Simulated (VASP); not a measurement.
# H11NO4 in VASP: single point with r2SCAN+D3(BJ)

Aim: the single point of H11NO4 with r2SCAN+D3(BJ).

Everything below comes from runs of VASP 6.6.1. Logs are shortened: lines on timing, memory, paths and dates and some standing lists are left out, and cuts for length are marked.

### Step 1. The cell of the first run

The cell holds a disordered packing, 16 atoms: a = 5.231 Å, b = 5.231 Å, c = 5.231 Å, α = 90.00°, β = 90.00°, γ = 90.00°.

### Step 2. Single point, r2SCAN+D3(BJ)

File POSCAR:

```
H11NO4
1.0
    5.2305400000      0.0000000000      0.0000000000
    0.0000000000      5.2305400000      0.0000000000
    0.0000000000      0.0000000000      5.2305400000
O H N
4 11 1
Direct
    0.1004109824      0.8400835255      0.7896212731
    0.3052273091      0.4665230817      0.1360909063
    0.9522178371      0.1755162482      0.3903753718
    0.5954999588      0.5487439679      0.5661170860
    0.1734617431      0.7098508416      0.9003289130
   -0.0476879455      0.8994069592      0.8853977210
    0.4037664591      0.5095879467      0.2900619354
    0.1694169705      0.3590767915      0.2090563451
    0.8562210041      0.0842210758      0.2553939795
    1.0239754871      0.0462131279      0.5036062416
    0.7371959705      0.4313725866      0.5344703194
    0.5076670203      0.4801688788      0.7129375740
    0.5415837580      0.8578102498      1.1576276238
    0.5136985100      1.1426205700      1.0461028219
    0.5778948580      0.9071465788      0.8576203482
    0.6203228774      0.9819317699      1.0324778399
```

File INCAR.step1:

```
SYSTEM = H11NO4
PREC = Accurate
ENCUT = 1100
ISMEAR = -1
SIGMA = 0.02
LREAL = Auto
LASPH = .True.
NELM = 120
NBANDS = 34
GGA = PE
ALGO = Normal
EDIFF = 1E-5
LWAVE = .True.
LCHARG = .False.
GGA_COMPAT = .False.
```

File INCAR.step2:

```
SYSTEM = H11NO4
PREC = Accurate
ENCUT = 1100
EDIFF = 1E-6
ISMEAR = -1
SIGMA = 0.02
LREAL = Auto
LASPH = .True.
NELM = 120
ALGO = Normal
ISIF = 2
LWAVE = .False.
LCHARG = .False.
METAGGA = R2SCAN
LMIXTAU = .True.
IVDW = 12
VDW_S6 = 1.0
VDW_S8 = 0.78981345
VDW_A1 = 0.49484001
VDW_A2 = 5.73083694
NBANDS = 34
ISTART = 1
GGA_COMPAT = .False.
```

File KPOINTS:

```
Automatic mesh
0
Gamma
  1 1 1
  0 0 0
```

Potentials or basis: VASP PAW PBE potentials, release 64 (O_h, H_h, N_h).

Launch:

```
$ cat potpaw_PBE.64/O_h/POTCAR potpaw_PBE.64/H_h/POTCAR potpaw_PBE.64/N_h/POTCAR > POTCAR
$ cp INCAR.step1 INCAR
$ mpirun -np 1 vasp_gam > vasp.out
$ cp INCAR.step2 INCAR
$ mpirun -np 1 vasp_gam > vasp.out
```

OUTCAR:

```text
SYSTEM = H11NO4
   PREC = Accurate
   ENCUT = 1100
   EDIFF = 1E-6
   ISMEAR = -1
   LREAL = Auto
   LASPH = .True.
   NELM = 120
   ISIF = 2
   METAGGA = R2SCAN
   IVDW = 12
   ISTART = 1
 IVDW          = 12

 ion  position               nearest neighbor table
   1  0.100  0.840  0.790-   5 0.97   6 0.97
   2  0.305  0.467  0.136-   7 0.98   8 0.98
   3  0.952  0.176  0.390-  10 0.97   9 0.99
   4  0.595  0.549  0.566-  12 0.96  11 0.98
   5  0.173  0.710  0.900-   1 0.97
   6  0.952  0.899  0.885-   1 0.97
   7  0.404  0.510  0.290-   2 0.98
   8  0.169  0.359  0.209-   2 0.98
   9  0.856  0.084  0.255-   3 0.99
  10  0.024  0.046  0.504-   3 0.97
  11  0.737  0.431  0.534-   4 0.98
  12  0.508  0.480  0.713-   4 0.96
  13  0.542  0.858  0.158-  16 1.01
  14  0.514  0.143  0.046-  16 1.01
  15  0.578  0.907  0.858-  16 1.02
  16  0.620  0.982  0.032-  13 1.01  14 1.01  15 1.02

  LATTYP: Found a simple cubic cell.
 ALAT       =     5.2305400000

  Lattice vectors:

 A1 = (   5.2305400000,   0.0000000000,   0.0000000000)
 A2 = (   0.0000000000,   5.2305400000,   0.0000000000)
 A3 = (   0.0000000000,   0.0000000000,   5.2305400000)

Analysis of symmetry for initial positions (statically):
=====================================================================
 Subroutine PRICEL returns:
 Original cell was already a primitive cell.

 Routine SETGRP: Setting up the symmetry group for a
 simple cubic supercell.

 Subroutine GETGRP returns: Found  1 space group operations
 (whereof  1 operations were pure point group operations)
 out of a pool of 48 trial point group operations.

The static configuration has the point symmetry C_1 .

Analysis of symmetry for dynamics (positions and initial velocities):
=====================================================================
 Subroutine PRICEL returns:
 Original cell was already a primitive cell.

 Routine SETGRP: Setting up the symmetry group for a
 simple cubic supercell.

 Subroutine GETGRP returns: Found  1 space group operations
 (whereof  1 operations were pure point group operations)
 out of a pool of 48 trial point group operations.

The dynamic configuration has the point symmetry C_1 .

[... 101 lines left out ...]
   NELM   =    120;   NELMIN=  2; NELMDL=  0     # of ELM steps
   EDIFF  = 0.1E-05   stopping-criterion for ELM
   LREAL  =      T    real-space projection
   EDIFFG = 0.1E-04   stopping-criterion for IOM
   NSW    =      0    number of steps for IOM
   IBRION =     -1    ionic relax: 0-MD 1-quasi-New 2-CG
   NFREE  =      0    steps in history (QN), initial steepest desc. (CG)
   ISIF   =      2    stress and relaxation
   ISYM   =      2    0-nonsym 1-usesym 2-fastsym
   POTIM  = 0.5000    time-step for ionic-motion
   TEBEG  =    0.0;   TEEND  =   0.0 temperature during run
   PSTRESS=    0.0 pullay stress
   NELECT =      40.0000    total number of electrons
   NUPDOWN=      -1.0000    fix difference up-down
   EMIN   =  10.00;   EMAX   =-10.00  energy-range for DOS
   EFERMI =   0.00;   METHOD = LEGACY
   ISMEAR =    -1;   SIGMA  =   0.02  broadening in eV -4-tet -1-fermi 0-gaus
   EFERMI_NEDOS =   21; number of points for ismear=-14 and -15
   IALGO  =     38    algorithm
   IMIX   =      4    mixing-type and parameters
     AMIX     =   0.40;   BMIX     =  1.00
     AMIX_MAG =   1.60;   BMIX_MAG =  1.00
  volume/ion in A,a.u.               =       8.94        60.36
  Fermi-wavevector in a.u.,A,eV,Ry     =   1.070405  2.022773 15.589117  1.145768
  Thomas-Fermi vector in A             =   2.206114
   LORBIT       =      0    0 simple, 1 ext, 2 COOP (PROOUT), +10 PAW based schemes
   METAGGA = R2SCAN    functional components
   LHFCALC =     F    Hartree Fock is set to
   AEXX    =    0.0000 exact exchange contribution
   IVDW    =    12    specifies the selected vdW correction
   LEPSILON=     F    determine dielectric tensor
   LRPA    =     F    only Hartree local field effects (RPA)
 non-spin polarized calculation
  energy-cutoff  :     1100.00
  volume of cell :      143.10
 maximum number of plane-waves:      5919
 NGX is ok and might be reduce to    60
   NGX = 29   NGY = 29   NGZ = 29

 number of electron      39.9999999 magnetization

 Free energy of the ion-electron system (eV)
  ---------------------------------------------------
  ext. energy  EPLUGINS =         0.00000000
  ---------------------------------------------------
  free energy    TOTEN  =       -84.31473794 eV

  energy without entropy =      -84.31473794  energy(sigma->0) =      -84.31473794

 E-fermi :  -2.8290     XC(G=0):  -7.4812

 val. band max:       -3.3288098970   @ k =   0.0000   0.0000   0.0000
 cond. band min:       2.0471417177   @ k =   0.0000   0.0000   0.0000
 fundamental gap:      5.3759516147
 Fermi energy:        -2.8290234753

 k-point     1 :       0.0000    0.0000    0.0000
  band No.  band energies     occupation
      1     -23.3463      2.00000
      2     -22.8761      2.00000
      3     -22.5498      2.00000
      4     -22.4002      2.00000
      5     -19.1897      2.00000
      6     -10.1856      2.00000
[... 24 lines left out ...]
     31       9.8277      0.00000
     32      10.0519      0.00000
 [bands above 32 left out]

------------------------ aborting loop because EDIFF is reached ----------------------------------------

 Edisp (eV)   -0.29981

 E8    (eV) :    -0.0430

  FORCE on cell =-STRESS in cart. coord.  units (eV):
  Direction    XX          YY          ZZ          XY          YZ          ZX
  --------------------------------------------------------------------------------------
  -------------------------------------------------------------------------------------
  Total       0.90101     0.32319    -1.14689     0.42996     0.31189     0.44448
  in kB      10.08787     3.61847   -12.84086     4.81391     3.49199     4.97646
  external pressure =        0.29 kB  Pullay stress =        0.00 kB

 VOLUME and BASIS-vectors are now :
 -----------------------------------------------------------------------------
  energy-cutoff  :     1100.00
  volume of cell :      143.10
      direct lattice vectors                 reciprocal lattice vectors
     5.230540000  0.000000000  0.000000000     0.191184849  0.000000000  0.000000000
     0.000000000  5.230540000  0.000000000     0.000000000  0.191184849  0.000000000
     0.000000000  0.000000000  5.230540000     0.000000000  0.000000000  0.191184849

 POSITION                                       TOTAL-FORCE (eV/Angst)
 -----------------------------------------------------------------------------------
      0.52520      4.39409      4.13015        -0.042772      0.027026     -0.053796
      1.59650      2.44017      0.71183         0.009056      0.014101     -0.038080
      4.98061      0.91804      2.04187        -0.039456      0.023137      0.035612
      3.11479      2.87023      2.96110        -0.002220      0.036495      0.002196
      0.90730      3.71290      4.70921         0.012061     -0.039065      0.013703
      4.98111      4.70438      4.63111         0.023290      0.003405      0.014015
[... 8 lines left out ...]
      3.02270      4.74487      4.48582         0.017848     -0.006697      0.002052
      3.24462      5.13603      0.16988         0.240523     -0.157118     -0.101926
 -----------------------------------------------------------------------------------
    total drift:                                0.004591     -0.001921     -0.005329

  FREE ENERGIE OF THE ION-ELECTRON SYSTEM (eV)
  ---------------------------------------------------
  free  energy   TOTEN  =       -84.6145445288 eV

  energy  without entropy=      -84.6145445288  energy(sigma->0) =      -84.61454453
```

OSZICAR.step1:

```text
N       E                     dE             d eps       ncg     rms          rms(c)
DAV:   1     0.520831646978E+03    0.52083E+03   -0.31217E+04    68   0.194E+03
DAV:   2     0.743840877515E+00   -0.52009E+03   -0.47925E+03    96   0.328E+02
DAV:   3    -0.837136955759E+02   -0.84458E+02   -0.83471E+02    78   0.146E+02
DAV:   4    -0.866668547548E+02   -0.29532E+01   -0.29341E+01    96   0.285E+01
DAV:   5    -0.867128405922E+02   -0.45986E-01   -0.45960E-01    80   0.374E+00    0.175E+01
DAV:   6    -0.787958103259E+02    0.79170E+01   -0.20593E+01    88   0.237E+01    0.645E+00
DAV:   7    -0.785976564565E+02    0.19815E+00   -0.12062E+00    88   0.573E+00    0.404E+00
DAV:   8    -0.784976712027E+02    0.99985E-01   -0.21313E-01    96   0.345E+00    0.460E-01
DAV:   9    -0.784981334544E+02   -0.46225E-03   -0.21644E-02    88   0.862E-01    0.235E-01
DAV:  10    -0.785005214544E+02   -0.23880E-02   -0.43703E-03    80   0.378E-01    0.947E-02
DAV:  11    -0.785004160688E+02    0.10539E-03   -0.29812E-04    88   0.150E-01    0.386E-02
DAV:  12    -0.785003723210E+02    0.43748E-04   -0.19774E-04    72   0.926E-02    0.139E-02
DAV:  13    -0.785003675264E+02    0.47946E-05   -0.17719E-05    72   0.366E-02
   1 F= -.78500368E+02 E0= -.78500368E+02  d E =-.180666E-12
```

Wall time 77 s (1 thread of Intel Xeon 6975P-C (Granite Rapids), shared host); peak memory 0.53 GiB.

Results:

| Quantity | Value |
| --- | --- |
| Free energy | -84.6145 eV |
| Pressure | 0.0 GPa |
| Largest force | 0.364 eV/Å |
| Dispersion energy per atom | -0.019 eV |

Forces on the atoms (eV/Å):
```
O   -0.043  0.027 -0.054
O    0.009  0.014 -0.038
O   -0.039  0.023  0.036
O   -0.002  0.036  0.002
H    0.012 -0.039  0.014
H    0.023  0.003  0.014
H    0.007 -0.017 -0.007
H    0.031 -0.005 -0.024
H    0.010  0.017 -0.006
H    0.033 -0.052  0.017
H    0.022 -0.045 -0.020
H   -0.035  0.007  0.022
H   -0.078 -0.100  0.096
H   -0.210  0.293  0.047
H    0.018 -0.007  0.002
N    0.241 -0.157 -0.102
```

Caveat: the k points lie up to 1.20 Å⁻¹ apart, too coarse for converged energies, forces and pressures; the PAW data sets were made with another functional, which shifts forces and pressure a little.
